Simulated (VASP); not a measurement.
Here is a VASP 6.6.1 calculation.

File INCAR:

```
SYSTEM = WS2
PREC = Accurate ; ENCUT = 500
EDIFF = 1E-6 ; ISMEAR = 0
SIGMA = 0.05 ; LREAL = .FALSE.
LASPH = .TRUE. ; NELM = 120
ALGO = Normal ; ISIF = 2
LWAVE = .FALSE. ; LCHARG = .TRUE.
GGA = PS ; LELF = .TRUE.
LVHAR = .TRUE. ; NBANDS = 20
GGA_COMPAT = .FALSE.
```

File KPOINTS:

```
Automatic mesh
0
G
  6 6 1
  0 0 0
```

Contents of POSCAR:

```
WS2
1.0
    3.1835163552      0.0000000000      0.0000000000
   -1.5917581776      2.7570060369      0.0000000000
    0.0000000000      0.0000000000     17.7133538951
W S
1 2
Direct
    0.3333333333      0.6666666667      0.0000000000
    0.6666666667      0.3333333333      0.9079994900
    0.6666666667      0.3333333333      0.0920005100
```

Potentials or basis: VASP PAW PBE potentials, release 64 (W_sv, S).

Run with:

```sh
$ cat potpaw_PBE.64/W_sv/POTCAR potpaw_PBE.64/S/POTCAR > POTCAR
$ mpirun -np 1 vasp_std > vasp.out
```

(1) Estimate the largest force.

(2) What does it give for the band gap on the k mesh?

Results:

(1) 1.378 eV/Å.

(2) 1.78 eV (least direct gap 1.95 eV).

Caveat: the cell differs from its parent crystal (strain +0.0450 x Voigt [0, 0, 1, 0, 0, 0]); the PAW data sets were made with another functional, which shifts forces and pressure a little; spin-orbit coupling is left out, which moves the levels of the heavy elements.
